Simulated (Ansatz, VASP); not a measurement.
## One calculation of MgSe, two programs

File INCAR:

```
SYSTEM = MgSe
ALGO = Normal ; EDIFF = 1E-6
ENCUT = 600 ; GGA = CA
GGA_COMPAT = .FALSE. ; ISIF = 2
ISMEAR = 0 ; LASPH = .TRUE.
LCHARG = .FALSE. ; LREAL = .FALSE.
LWAVE = .FALSE. ; NBANDS = 11
NELM = 120 ; PREC = Accurate
SIGMA = 0.01
```

Contents of KPOINTS:

```
k-points
0
G
  8 8 8
  0 0 0
```

Contents of POSCAR:

```
MgSe
1.0
    2.5952087223      2.5952087223      0.0000000000
   -2.5952087223      2.5952087223      0.0000000000
    0.0000000000      2.5952087223      2.5952087223
Mg Se
1 1
Direct
    0.0000000000      0.0000000000      0.0000000000
    0.5000000000      0.5000000000      0.0000000000
```

Input for Ansatz:

```yaml
crystal:
  lattice:
    - [2.59520872233, 2.59520872233, 0.0]
    - [-2.59520872233, 2.59520872233, 0.0]
    - [0.0, 2.59520872233, 2.59520872233]
  atoms:
    - { symbol: Mg, position: [0.0, 0.0, 0.0] }
    - { symbol: Se, position: [0.5, 0.5, 0.0] }
kpoints:
  mp_grid: { grid: [8, 8, 8] }
scf:
  occupations: { method: fixed }
  convergence: { dr2_threshold: 1.0e-10 }
hamiltonian:
  xc: lda
  pseudopotentials: { kind: all_electron, lapw: { basis_error: 0.0005 } }
output:
  forces: true
  stress: true
  eigenstates:
    kpoints:
      - [0.0, 0.0, 0.0]
      - [-0.5, 0.5, 0.0]
      - [-0.5, -0.5, -0.5]
      - [0.0, 0.0, -0.5]
      - [0.0, -0.5, -0.5]
      - [0.0, 0.5, 0.0]
      - [-0.5, 0.0, 0.0]
      - [-0.5, 0.0, -0.5]
  eigenvalues: true
```

Alike in both runs: task single point; functional LDA; k mesh 8 × 8 × 8; no spin polarisation.

|  | VASP | Ansatz |
| --- | --- | --- |
| version | VASP 6.6.1 | Ansatz 0.2.0 |
| potentials or method | VASP PAW LDA potentials, release 64 (Mg, Se), cutoff 600 eV | all-electron LAPW, scalar-relativistic |
| occupations | gaussian, width 0.01 eV | fixed |

|  | VASP | Ansatz | Ansatz less VASP |
| --- | --- | --- | --- |
| gap on the k mesh at the Fermi level (eV) | 1.89 | 1.90 | +0.011 |
| pressure (GPa) | 9.7 | 10.0 | +0.29 |

LDA's correlation is that of Perdew and Zunger in VASP and of Perdew and Wang (1992) in Ansatz. Ansatz ran all-electron here, and VASP with PAW potentials.
